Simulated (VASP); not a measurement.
The system is Os.

```
CELL_PARAMETERS angstrom
2.73410 0.00000 0.00000
-1.36705 2.36780 0.00000
0.00000 0.00000 4.31970
ATOMIC_POSITIONS crystal
Os 0.33333 0.66667 0.25000
Os 0.66667 0.33333 0.75000
```

| Quantity | Value |
| --- | --- |
| Program | VASP 6.6.1 |
| Task | relaxation of cell and atoms |
| Functional | LDA |
| Potentials or basis | VASP PAW LDA potentials, release 64 (Os) |
| Cutoff | 600 eV |
| k mesh | 9 × 9 × 5 |
| Occupations | methfessel-paxton, width 0.1 eV |
| Spin | no spin polarisation |

At the start: pressure -8.1 GPa; volume 13.98 Å³/atom.

Q: Where does the relaxation end?

A: Over 7 steps the energy falls by 6.6 meV/atom and the volume is 13.72 Å³/atom (-1.9 %); space group P6_3/mmc (No. 194, to 0.1 Å) before and after.

Step by step:
```csv
step,energy change (eV),largest force (eV/Å),pressure (GPa),volume (Å³)
1,0.0000,0.0000,-8.07,27.96
2,0.2932,0.0000,47.61,25.21
3,-0.0132,0.0000,-0.32,27.47
4,-0.0132,0.0000,-0.04,27.45
5,-0.0132,0.0000,0.14,27.44
6,-0.0131,0.0000,0.12,27.44
7,-0.0133,0.0000,0.13,27.44
```

Final structure:
```xyz
2
Lattice="2.7153 0.0000 0.0000 -1.3577 2.3516 0.0000 0.0000 0.0000 4.2976" Properties=species:S:1:pos:R:3 pbc="T T T"
Os    0.0000    1.5677    1.0744
Os    1.3577    0.7839    3.2232
```
